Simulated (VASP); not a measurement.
# MoS2 (P6_3/mmc) in VASP: further runs, part 2 of 2

VASP 6.6.1. The steps go on from the part before.

## 4. Single point, PBEsol

Input file INCAR:

```
PREC = Accurate
ENCUT = 520
EDIFF = 1E-6
ISMEAR = 1
SIGMA = 0.148
LREAL = False
LASPH = True
NELM = 80
ALGO = Normal
ISIF = 2
LWAVE = False
LCHARG = False
GGA = PS
NBANDS = 35
```

Input file KPOINTS:

```
regular mesh
0
Gamma
  12 12 4
```

Input file POSCAR:

```
MoS2
1.0
    3.1416453611      0.0000000000      0.0000000000
   -1.5708226806      2.7207446923      0.0000000000
    0.0000000000      0.0000000000     12.5702639933
Mo S
2 4
Direct
    0.3333333333      0.6666666667      0.2500000000
    0.6666666667      0.3333333333      0.7500000000
    0.3333333333      0.6666666667      0.6259932117
    0.6666666667      0.3333333333      0.1259932117
    0.3333333333      0.6666666667      0.8740067883
    0.6666666667      0.3333333333      0.3740067883
```

Potentials or basis: VASP PAW PBE potentials, release 64 (Mo_sv, S).

Command:

```
cat potpaw_PBE.64/Mo_sv/POTCAR potpaw_PBE.64/S/POTCAR > POTCAR
mpirun -np 1 vasp_std > vasp.out
```

OUTCAR:

```text
PREC = Accurate
   ENCUT = 520
   EDIFF = 1E-6
   ISMEAR = 1
   LREAL = False
   LASPH = True
   NELM = 80
   ISIF = 2
   GGA = PS

 ion  position               nearest neighbor table
   1  0.333  0.667  0.250-   4 2.39   6 2.39   4 2.39   6 2.39   4 2.39   6 2.39
   2  0.667  0.333  0.750-   3 2.39   5 2.39   3 2.39   5 2.39   3 2.39   5 2.39
   3  0.333  0.667  0.626-   2 2.39   2 2.39   2 2.39
   4  0.667  0.333  0.126-   1 2.39   1 2.39   1 2.39
   5  0.333  0.667  0.874-   2 2.39   2 2.39   2 2.39
   6  0.667  0.333  0.374-   1 2.39   1 2.39   1 2.39

  LATTYP: Found a hexagonal cell.
 ALAT       =     3.1416453611
 C/A-ratio  =     4.0011721721

  Lattice vectors:

 A1 = (   3.1416453611,   0.0000000000,   0.0000000000)
 A2 = (  -1.5708226806,   2.7207446923,   0.0000000000)
 A3 = (   0.0000000000,   0.0000000000,  12.5702639933)

Analysis of symmetry for initial positions (statically):
=====================================================================
 Subroutine PRICEL returns:
 Original cell was already a primitive cell.

 Routine SETGRP: Setting up the symmetry group for a
 hexagonal supercell.

 Subroutine GETGRP returns: Found 24 space group operations
 (whereof 12 operations were pure point group operations)
 out of a pool of 24 trial point group operations.

The static configuration has the point symmetry D_3d.
 The point group associated with its full space group is D_6h.

Analysis of symmetry for dynamics (positions and initial velocities):
=====================================================================
 Subroutine PRICEL returns:
 Original cell was already a primitive cell.

 Routine SETGRP: Setting up the symmetry group for a
 hexagonal supercell.

 Subroutine GETGRP returns: Found 24 space group operations
 (whereof 12 operations were pure point group operations)
 out of a pool of 24 trial point group operations.

The dynamic configuration has the point symmetry D_3d.
[... 131 lines left out ...]
  Thomas-Fermi vector in A             =   2.417466
   LORBIT       =      0    0 simple, 1 ext, 2 COOP (PROOUT), +10 PAW based schemes
   GGA     = PS    functional components
   LHFCALC =     F    Hartree Fock is set to
   AEXX    =    0.0000 exact exchange contribution
   IVDW    =     0    specifies the selected vdW correction
   LEPSILON=     F    determine dielectric tensor
   LRPA    =     F    only Hartree local field effects (RPA)
 non-spin polarized calculation
 Methfessel and Paxton  Order N= 1 SIGMA  =   0.15
  energy-cutoff  :      520.00
  volume of cell :      107.45
 maximum number of plane-waves:      2922
 NGX is ok and might be reduce to    24
   NGX = 11   NGY = 11   NGZ = 47

 number of electron      52.0000003 magnetization

 Free energy of the ion-electron system (eV)
  ---------------------------------------------------
  ext. energy  EPLUGINS =         0.00000000
  ---------------------------------------------------
  free energy    TOTEN  =       -46.90567618 eV

  energy without entropy =      -46.90601896  energy(sigma->0) =      -46.90579044

 E-fermi :   7.3027     XC(G=0): -10.9286

 val. band max:        7.2708361827   @ k =   0.0000   0.0000   0.0000
 cond. band min:       8.2619551568   @ k =   0.1667   0.1667   0.0000
 fundamental gap:      0.9911189741
 Fermi energy:         7.3027452732

 k-point     1 :       0.0000    0.0000    0.0000
  band No.  band energies     occupation
      1     -54.0160      2.00000
      2     -54.0160      2.00000
      3     -28.2274      2.00000
      4     -28.2273      2.00000
      5     -27.9650      2.00000
      6     -27.9650      2.00000
[... 901 lines left out ...]
     34      11.0318      0.00000
     35      14.0433      0.00000

 [... further k-points ...]

------------------------ aborting loop because EDIFF is reached ----------------------------------------

  FORCE on cell =-STRESS in cart. coord.  units (eV):
  Direction    XX          YY          ZZ          XY          YZ          ZX
  --------------------------------------------------------------------------------------
  -------------------------------------------------------------------------------------
  Total       -0.0130446     -0.0130446     -0.0062679      0.0000000      0.0000000     -0.0000000
  in kB       -0.1945144     -0.1945144     -0.0934640      0.0000000      0.0000000     -0.0000000
  external PRESSURE =      -0.1608309 kB  Pullay stress =       0.0000000 kB

 VOLUME and BASIS-vectors are now :
 -----------------------------------------------------------------------------
  energy-cutoff  :      520.00
  volume of cell :      107.45
      direct lattice vectors                 reciprocal lattice vectors
     3.141645361  0.000000000  0.000000000     0.318304546  0.183773215  0.000000000
    -1.570822681  2.720744692  0.000000000     0.000000000  0.367546431  0.000000000
     0.000000000  0.000000000 12.570263993     0.000000000  0.000000000  0.079552824

 POSITION                                       TOTAL-FORCE (eV/Angst)
 -----------------------------------------------------------------------------------
     -0.00000      1.81383      3.14257         0.000000     -0.000000      0.000000
      1.57082      0.90691      9.42770        -0.000000      0.000000      0.000000
     -0.00000      1.81383      7.86890         0.000000      0.000000     -0.003807
      1.57082      0.90691      1.58377        -0.000000      0.000000     -0.003807
     -0.00000      1.81383     10.98650        -0.000000      0.000000      0.003807
      1.57082      0.90691      4.70136        -0.000000     -0.000000      0.003807
 -----------------------------------------------------------------------------------
    total drift:                                0.000000     -0.000000      0.000000

  FREE ENERGIE OF THE ION-ELECTRON SYSTEM (eV)
  ---------------------------------------------------
  free  energy   TOTEN  =       -46.9056761768 eV

  energy  without entropy=      -46.9060189647  energy(sigma->0) =      -46.90579044
```

OSZICAR:

```text
N       E                     dE             d eps       ncg     rms          rms(c)
DAV:   1     0.441608568446E+03    0.44161E+03   -0.29339E+04  4398   0.141E+03
DAV:   2    -0.267215848650E+02   -0.46833E+03   -0.45290E+03  4835   0.367E+02
DAV:   3    -0.493341777691E+02   -0.22613E+02   -0.22188E+02  4848   0.734E+01
DAV:   4    -0.497874747537E+02   -0.45330E+00   -0.45197E+00  4718   0.106E+01
DAV:   5    -0.497961209189E+02   -0.86462E-02   -0.86440E-02  4756   0.147E+00    0.367E+01
DAV:   6    -0.476197562256E+02    0.21764E+01   -0.11415E+01  4350   0.217E+01    0.123E+01
DAV:   7    -0.472762149261E+02    0.34354E+00   -0.51802E+00  4292   0.139E+01    0.834E+00
DAV:   8    -0.469061881809E+02    0.37003E+00   -0.84986E-01  4366   0.620E+00    0.298E+00
DAV:   9    -0.469138587428E+02   -0.76706E-02   -0.10450E-01  4639   0.159E+00    0.133E+00
DAV:  10    -0.469058177224E+02    0.80410E-02   -0.34018E-02  4387   0.125E+00    0.386E-01
DAV:  11    -0.469058264209E+02   -0.86985E-05   -0.18185E-03  4426   0.237E-01    0.188E-01
DAV:  12    -0.469056796342E+02    0.14679E-03   -0.33341E-04  4471   0.103E-01    0.106E-01
DAV:  13    -0.469056737920E+02    0.58423E-05   -0.14829E-04  4593   0.591E-02    0.771E-03
DAV:  14    -0.469056757465E+02   -0.19545E-05   -0.10293E-05  3867   0.169E-02    0.192E-02
DAV:  15    -0.469056761768E+02   -0.43037E-06   -0.23941E-06  3705   0.846E-03
   1 F= -.46905676E+02 E0= -.46905790E+02  d E =0.342788E-03
```

Wall time 3.3 min (1 thread of Intel Xeon Platinum 8488C (Sapphire Rapids), shared host); peak memory 0.32 GiB.

What came out:

```yaml
Free_energy: -46.9057 eV
Pressure: 0.0 GPa
Largest_force: 0.004 eV/Å
Band_gap_on_the_k_mesh: 0.99 eV, indirect (least direct gap 1.74 eV)
```

Forces on the atoms (eV/Å):
```
Mo   0.000  0.000  0.000
Mo   0.000  0.000  0.000
S    0.000  0.000 -0.004
S    0.000  0.000 -0.004
S    0.000  0.000  0.004
S    0.000  0.000  0.004
```

Caveat: the PAW data sets were made with another functional, which shifts forces and pressure a little; this functional lacks dispersion, which binds the layers, so the pressure and a relaxed spacing across them are unreliable.

## 5. Summary

| k mesh | smearing | gap on the mesh (eV) | pressure (GPa) |
| --- | --- | --- | --- |
| 12 × 12 × 2 | methfessel-paxton 0.143 eV | 0.99 | 0.0 |
| 12 × 12 × 4 | gaussian 0.02 eV | 0.99 | 0.0 |
| 12 × 12 × 4 | methfessel-paxton 0.148 eV | 0.99 | 0.0 |

Alike in all rows: task single point; level PBEsol; potentials or basis VASP PAW PBE potentials, release 64 (Mo_sv, S); no spin polarisation; cell as given; cutoff (eV) 520.

On the cell as given the gap runs from 0.99 eV (PBEsol) to 0.99 eV (PBEsol); the meshes differ, which moves gaps too.

Caveats: the PAW data sets were made with another functional, which shifts forces and pressure a little; this functional lacks dispersion, which binds the layers, so the pressure and a relaxed spacing across them are unreliable.

Total energies depend on the potentials used, so only differences within one code and one set of settings carry meaning.

## 6. Against experiment

Step 2. A measured gap of MoS2 is 1.3 eV (indirect; 300 K; “Multiwavelength excitation Raman Scattering Analysis of bulk and 2 dimensional MoS2: Vibrational properties of atomically thin MoS2 layers”, 2015, arxiv:1506.03228); the calculated 0.99 eV misses it by -0.31 eV. Spin-orbit coupling on Mo is left out. The value is that of PBEsol on a finite k mesh, which can miss the band edges, without temperature or zero-point motion. Semilocal functionals fall short of measured gaps as a rule.

Step 3. Measured gap of MoS2: 1.3 eV (indirect; 300 K; “Multiwavelength excitation Raman Scattering Analysis of bulk and 2 dimensional MoS2: Vibrational properties of atomically thin MoS2 layers”, 2015, arxiv:1506.03228). This calculation gives 0.99 eV (-0.31 eV). Spin-orbit coupling on Mo is left out. The value is that of PBEsol on a finite k mesh, which can miss the band edges, without temperature or zero-point motion. Semilocal functionals fall short of measured gaps as a rule.

Step 4. A measured gap of MoS2 is 1.3 eV (indirect; 300 K; “Multiwavelength excitation Raman Scattering Analysis of bulk and 2 dimensional MoS2: Vibrational properties of atomically thin MoS2 layers”, 2015, arxiv:1506.03228); the calculated 0.99 eV misses it by -0.31 eV. Spin-orbit coupling on Mo is left out. The value is that of PBEsol on a finite k mesh, which can miss the band edges, without temperature or zero-point motion. Semilocal functionals fall short of measured gaps as a rule.
